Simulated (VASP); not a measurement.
# Ta2Si (I4/mcm) in VASP: single point with r2SCAN

Aim: the single point of Ta2Si with r2SCAN.

Everything below comes from runs of VASP 6.6.1. Logs are shortened: lines on timing, memory, paths and dates and some standing lists are left out, and cuts for length are marked.

### 1 The cell of the first run

Symmetry: I4/mcm, No. 140, tetragonal system. Conventional cell: a = 6.261 Å, b = 6.261 Å, c = 5.049 Å, α = 90.00°, β = 90.00°, γ = 90.00°. Within 3.5 Å of Ta (site symmetry m2m) lie 4 Si at 2.66 Å and 11 Ta at 2.90 to 3.31 Å. Within 3.3 Å of Si (site symmetry 422) lie 2 Si at 2.52 Å and 8 Ta at 2.66 Å.

### 2 Single point, r2SCAN (strain +0.0150 x Voigt [1, 1, 0, 0, 0, 0])

Contents of POSCAR:

```
Ta2Si
1.0
   -3.1303753497      3.1303753497      2.5247022099
    3.1303753497     -3.1303753497      2.5247022099
    3.1303753497      3.1303753497     -2.5247022099
Ta Si
4 2
Direct
    0.6635845215      0.8364154785      0.5000000000
    0.8364154785      0.3364154785      0.1728309569
    0.3364154785      0.1635845215      0.5000000000
    0.1635845215      0.6635845215      0.8271690431
    0.2500000000      0.2500000000      0.0000000000
    0.7500000000      0.7500000000      0.0000000000
```

Contents of INCAR.step1:

```
SYSTEM = Ta2Si
PREC     = Accurate       ! precision mode
ENCUT    = 520            ! plane-wave cutoff, eV
ISMEAR   = 0              ! smearing method
SIGMA    = 0.15           ! smearing width, eV
LREAL    = .False.        ! projectors in reciprocal space
LASPH    = .True.         ! aspherical terms in the spheres
NELM     = 100            ! most SCF steps
NBANDS   = 35             ! bands
GGA      = PE             ! functional
ALGO     = Normal         ! electronic algorithm
EDIFF    = 1E-4           ! SCF threshold, eV
LWAVE    = .True.         ! write WAVECAR
LCHARG   = .False.        ! write CHGCAR
```

Contents of INCAR.step2:

```
SYSTEM = Ta2Si
PREC     = Accurate       ! precision mode
ENCUT    = 520            ! plane-wave cutoff, eV
EDIFF    = 1E-7           ! SCF threshold, eV
ISMEAR   = 0              ! smearing method
SIGMA    = 0.15           ! smearing width, eV
LREAL    = .False.        ! projectors in reciprocal space
LASPH    = .True.         ! aspherical terms in the spheres
NELM     = 100            ! most SCF steps
ALGO     = Normal         ! electronic algorithm
ISIF     = 2              ! what is computed and relaxed
LWAVE    = .False.        ! write WAVECAR
LCHARG   = .True.         ! write CHGCAR
METAGGA  = R2SCAN         ! meta-GGA
LMIXTAU  = .True.       
LELF     = .True.         ! ELF
LVHAR    = .True.       
NBANDS   = 35             ! bands
ISTART   = 1
```

Contents of KPOINTS:

```
regular mesh
0
Gamma
  12 12 12
  0 0 0
```

Potentials or basis: VASP PAW PBE potentials, release 64 (Ta_pv, Si).

Started as:

```sh
cat potpaw_PBE.64/Ta_pv/POTCAR potpaw_PBE.64/Si/POTCAR > POTCAR
cp INCAR.step1 INCAR
mpirun -np 1 vasp_std > vasp.out
cp INCAR.step2 INCAR
mpirun -np 1 vasp_std > vasp.out
```

OUTCAR:

```text
SYSTEM = Ta2Si
   PREC = Accurate
   ENCUT = 520
   EDIFF = 1E-7
   ISMEAR = 0
   LREAL = .False.
   LASPH = .True.
   NELM = 100
   ISIF = 2
   METAGGA = R2SCAN
   ISTART = 1

 ion  position               nearest neighbor table
   1  0.664  0.836  0.500-   5 2.66   5 2.66   6 2.66   6 2.66   3 2.90   3 2.95   3 2.95   4 3.25
                             2 3.25   4 3.25   2 3.25   4 3.31   2 3.31   2 3.31   4 3.31
   2  0.836  0.336  0.173-   5 2.66   6 2.66   6 2.66   5 2.66   4 2.90   4 2.95   4 2.95   3 3.25
                             1 3.25   1 3.25   3 3.25   3 3.31   1 3.31   1 3.31   3 3.31
   3  0.336  0.164  0.500-   6 2.66   6 2.66   5 2.66   5 2.66   1 2.90   1 2.95   1 2.95   4 3.25
                             2 3.25   4 3.25   2 3.25   4 3.31   2 3.31   4 3.31   2 3.31
   4  0.164  0.664  0.827-   5 2.66   6 2.66   6 2.66   5 2.66   2 2.90   2 2.95   2 2.95   1 3.25
                             3 3.25   3 3.25   1 3.25   1 3.31   3 3.31   3 3.31   1 3.31
   5  0.250  0.250  0.000-   6 2.52   6 2.52   2 2.66   4 2.66   4 2.66   2 2.66   1 2.66   1 2.66
                             3 2.66   3 2.66
   6  0.750  0.750  0.000-   5 2.52   5 2.52   2 2.66   4 2.66   4 2.66   2 2.66   3 2.66   3 2.66
                             1 2.66   1 2.66

  LATTYP: Found a body centered tetragonal cell.
 ALAT       =     6.2607506994
 C/A-ratio  =     0.8065174070

  Lattice vectors:

 A1 = (  -3.1303753497,   3.1303753497,   2.5247022099)
 A2 = (   3.1303753497,  -3.1303753497,   2.5247022099)
 A3 = (   3.1303753497,   3.1303753497,  -2.5247022099)

Analysis of symmetry for initial positions (statically):
=====================================================================
 Subroutine PRICEL returns:
 Original cell was already a primitive cell.

 Routine SETGRP: Setting up the symmetry group for a
 body centered tetragonal supercell.

 Subroutine GETGRP returns: Found 16 space group operations
 (whereof  8 operations were pure point group operations)
 out of a pool of 16 trial point group operations.

The static configuration has the point symmetry C_4h.
 The point group associated with its full space group is D_4h.

Analysis of symmetry for dynamics (positions and initial velocities):
=====================================================================
 Subroutine PRICEL returns:
 Original cell was already a primitive cell.

 Routine SETGRP: Setting up the symmetry group for a
 body centered tetragonal supercell.

 Subroutine GETGRP returns: Found 16 space group operations
 (whereof  8 operations were pure point group operations)
 out of a pool of 16 trial point group operations.

The dynamic configuration has the point symmetry C_4h.
 The point group associated with its full space group is D_4h.

 Subroutine INISYM returns: Found 16 space group operations
 (whereof  8 operations are pure point group operations),
 and found     1 'primitive' translations

----------------------------------------------------------------------------------------

                                     Primitive cell

  volume of cell :      98.9608

  direct lattice vectors                    reciprocal lattice vectors
    -3.130375350  3.130375350  2.524702210     0.000000000  0.159725255  0.198043159
     3.130375350 -3.130375350  2.524702210     0.159725255  0.000000000  0.198043159
     3.130375350  3.130375350 -2.524702210     0.159725255  0.159725255  0.000000000

  length of vectors
     5.096334066  5.096334066  5.096334066     0.254427297  0.254427297  0.225885621

  position of ions in fractional coordinates (direct lattice)
     0.663584521  0.836415479  0.500000000
     0.836415479  0.336415479  0.172830957
     0.336415479  0.163584521  0.500000000
     0.163584521  0.663584521  0.827169043
     0.250000000  0.250000000  0.000000000
     0.750000000  0.750000000  0.000000000

  ion indices of the primitive-cell ions
   primitive index   ion index
                 1           1
                 2           2
                 3           3
                 4           4
                 5           5
                 6           6

----------------------------------------------------------------------------------------

 KPOINTS: regular mesh

Automatic generation of k-mesh.
 Grid dimensions read from file:
 generate k-points for:   12   12   12

 Generating k-lattice:

  Cartesian coordinates                     Fractional coordinates (reciprocal lattice)
     0.000000000  0.013310438  0.016503597     0.083333333  0.000000000  0.000000000
     0.013310438  0.000000000  0.016503597     0.000000000  0.083333333  0.000000000
     0.013310438  0.013310438  0.000000000     0.000000000  0.000000000  0.083333333

  Length of vectors
     0.021202275  0.021202275  0.018823802

  Shift w.r.t. Gamma in fractional coordinates (k-lattice)
     0.000000000  0.000000000  0.000000000

 Subroutine IBZKPT returns following result:
 ===========================================

 Found    163 irreducible k-points:

 Following reciprocal coordinates:
            Coordinates               Weight
  0.000000  0.000000  0.000000      1.000000
  0.083333  0.000000 -0.000000      8.000000
  0.166667  0.000000 -0.000000      8.000000
  0.250000  0.000000 -0.000000      8.000000
  0.333333  0.000000 -0.000000      8.000000
  0.416667  0.000000 -0.000000      8.000000
[... 16 lines left out ...]
  0.500000  0.166667 -0.000000     16.000000
 -0.416667  0.166667  0.000000     16.000000
 [... further k-points ...]
   k-points           NKPTS =    163   k-points in BZ     NKDIM =    163   number of bands    NBANDS=     35
   number of dos      NEDOS =    301   number of ions     NIONS =      6
   total plane-waves  NPLWV =  64000
   dimension x,y,z NGX =    40 NGY =   40 NGZ =   40
   dimension x,y,z NGXF=    80 NGYF=   80 NGZF=   80
   ions per type =               4   2
   NGX,Y,Z   is equivalent  to a cutoff of  13.05, 13.05, 13.05 a.u.
   NGXF,Y,Z  is equivalent  to a cutoff of  26.10, 26.10, 26.10 a.u.
 SYSTEM =  Ta2Si
   PREC   = accura    normal or accurate (medium, high low for compatibility)
   ISTART =      1    job   : 0-new  1-cont  2-samecut
   ICHARG =      0    charge: 1-file 2-atom 10-const
   ISPIN  =      1    spin polarized calculation?
   LNONCOLLINEAR =      F non collinear calculations
   LSORBIT =      F    spin-orbit coupling
   LASPH  =      T    aspherical Exc in radial PAW
   ENCUT  =  520.0 eV  38.22 Ry    6.18 a.u.   9.48  9.48  9.48*2*pi/ulx,y,z
   NELM   =    100;   NELMIN=  2; NELMDL=  0     # of ELM steps
   EDIFF  = 0.1E-06   stopping-criterion for ELM
   LREAL  =      F    real-space projection
   EDIFFG = 0.1E-05   stopping-criterion for IOM
   NSW    =      0    number of steps for IOM
   IBRION =     -1    ionic relax: 0-MD 1-quasi-New 2-CG
   NFREE  =      0    steps in history (QN), initial steepest desc. (CG)
   ISIF   =      2    stress and relaxation
   ISYM   =      2    0-nonsym 1-usesym 2-fastsym
   POTIM  = 0.5000    time-step for ionic-motion
   TEBEG  =    0.0;   TEEND  =   0.0 temperature during run
   PSTRESS=    0.0 pullay stress
   NELECT =      52.0000    total number of electrons
   NUPDOWN=      -1.0000    fix difference up-down
   EMIN   =  10.00;   EMAX   =-10.00  energy-range for DOS
   EFERMI =   0.00;   METHOD = LEGACY
   ISMEAR =     0;   SIGMA  =   0.15  broadening in eV -4-tet -1-fermi 0-gaus
   EFERMI_NEDOS =   21; number of points for ismear=-14 and -15
   IALGO  =     38    algorithm
   IMIX   =      4    mixing-type and parameters
     AMIX     =   0.40;   BMIX     =  1.00
     AMIX_MAG =   1.60;   BMIX_MAG =  1.00
  volume/ion in A,a.u.               =      16.49       111.30
  Fermi-wavevector in a.u.,A,eV,Ry     =   1.321057  2.496436 23.744780  1.745192
  Thomas-Fermi vector in A             =   2.450839
   LORBIT       =      0    0 simple, 1 ext, 2 COOP (PROOUT), +10 PAW based schemes
   METAGGA = R2SCAN    functional components
   LHFCALC =     F    Hartree Fock is set to
   AEXX    =    0.0000 exact exchange contribution
   IVDW    =     0    specifies the selected vdW correction
   LEPSILON=     F    determine dielectric tensor
   LRPA    =     F    only Hartree local field effects (RPA)
 non-spin polarized calculation
 Gauss-broadening in eV      SIGMA  =   0.15
  energy-cutoff  :      520.00
  volume of cell :       98.96
 maximum number of plane-waves:      2698
 NGX is ok and might be reduce to    40
   NGX = 19   NGY = 19   NGZ = 19

 number of electron      52.0000003 magnetization

 Free energy of the ion-electron system (eV)
  ---------------------------------------------------
  ext. energy  EPLUGINS =         0.00000000
  ---------------------------------------------------
  free energy    TOTEN  =      -215.43523285 eV

  energy without entropy =     -215.39974391  energy(sigma->0) =     -215.41748838

 E-fermi :   7.2372     XC(G=0): -13.3326

 val. band max:        7.2325818675   @ k =  -0.4167   0.4167   0.0000
 cond. band min:       7.2433878410   @ k =  -0.2500   0.0833   0.0000
 fundamental gap:      0.0108059734
 Fermi energy:         7.2372354823

 k-point     1 :       0.0000    0.0000    0.0000
  band No.  band energies     occupation
      1     -28.6364      2.00000
      2     -28.6364      2.00000
      3     -28.6050      2.00000
      4     -28.5728      2.00000
      5     -28.5728      2.00000
      6     -28.5388      2.00000
[... 27 lines left out ...]
     34      11.7864      0.00000
     35      12.8261      0.00000

 k-point     2 :       0.0833    0.0000   -0.0000
  band No.  band energies     occupation
      1     -28.6522      2.00000
      2     -28.6509      2.00000
      3     -28.6109      2.00000
      4     -28.5568      2.00000
      5     -28.5536      2.00000
      6     -28.5384      2.00000
[... 27 lines left out ...]
     34      11.6061      0.00000
     35      12.6935      0.00000
[... 796 lines left out ...]
     34      11.0502      0.00000
     35      11.2084      0.00000

 k-point    24 :      -0.4167    0.1667    0.0000
  band No.  band energies     occupation
      1     -28.7173      2.00000
      2     -28.6728      2.00000
      3     -28.6301      2.00000
      4     -28.5590      2.00000
      5     -28.5104      2.00000
      6     -28.4889      2.00000
[... 27 lines left out ...]
     34      11.1633      0.00000
     35      11.3807      0.00000

 [... further k-points ...]

------------------------ aborting loop because EDIFF is reached ----------------------------------------

  FORCE on cell =-STRESS in cart. coord.  units (eV):
  Direction    XX          YY          ZZ          XY          YZ          ZX
  --------------------------------------------------------------------------------------
  -------------------------------------------------------------------------------------
  Total       -4.3963737     -4.3963737     -2.4460709      0.0000000     -0.0000000      0.0000000
  in kB      -71.1774132    -71.1774132    -39.6019568      0.0000000     -0.0000000      0.0000000
  external PRESSURE =     -60.6522611 kB  Pullay stress =       0.0000000 kB

 VOLUME and BASIS-vectors are now :
 -----------------------------------------------------------------------------
  energy-cutoff  :      520.00
  volume of cell :       98.96
      direct lattice vectors                 reciprocal lattice vectors
    -3.130375350  3.130375350  2.524702210     0.000000000  0.159725255  0.198043159
     3.130375350 -3.130375350  2.524702210     0.159725255  0.000000000  0.198043159
     3.130375350  3.130375350 -2.524702210     0.159725255  0.159725255  0.000000000

 POSITION                                       TOTAL-FORCE (eV/Angst)
 -----------------------------------------------------------------------------------
      2.10621      1.02416      2.52470        -0.036960      0.036960      0.000000
     -1.02416      2.10621      2.52470        -0.036960     -0.036960      0.000000
      1.02416      2.10621      0.00000         0.036960     -0.036960     -0.000000
      4.15454      1.02416     -0.00000         0.036960      0.036960      0.000000
      0.00000      0.00000      1.26235        -0.000000     -0.000000      0.000000
      0.00000      0.00000      3.78705        -0.000000     -0.000000      0.000000
 -----------------------------------------------------------------------------------
    total drift:                                0.000000      0.000000     -0.000000

  FREE ENERGIE OF THE ION-ELECTRON SYSTEM (eV)
  ---------------------------------------------------
  free  energy   TOTEN  =      -215.4352328464 eV

  energy  without entropy=     -215.3997439111  energy(sigma->0) =     -215.41748838
```

It took 24 min on 1 thread of Intel Xeon 6975P-C (Granite Rapids), shared host; peak memory 0.58 GiB.

What came out:

```yaml
Free_energy: -215.4352 eV
Pressure: -6.1 GPa
Largest_force: 0.052 eV/Å
Band_gap_on_the_k_mesh: zero (bands 26 and 27 overlap by 0.87 eV)
```

Forces in eV/Å, atoms in the order of the input:
```
Ta  -0.037  0.037  0.000
Ta  -0.037 -0.037  0.000
Ta   0.037 -0.037  0.000
Ta   0.037  0.037  0.000
Si   0.000  0.000  0.000
Si   0.000  0.000  0.000
```

Caveat: the cell differs from its parent crystal (strain +0.0150 x Voigt [1, 1, 0, 0, 0, 0]); the cell stands under tension; the PAW data sets were made with another functional, which shifts forces and pressure a little; spin-orbit coupling is left out, which moves the levels of the heavy elements.
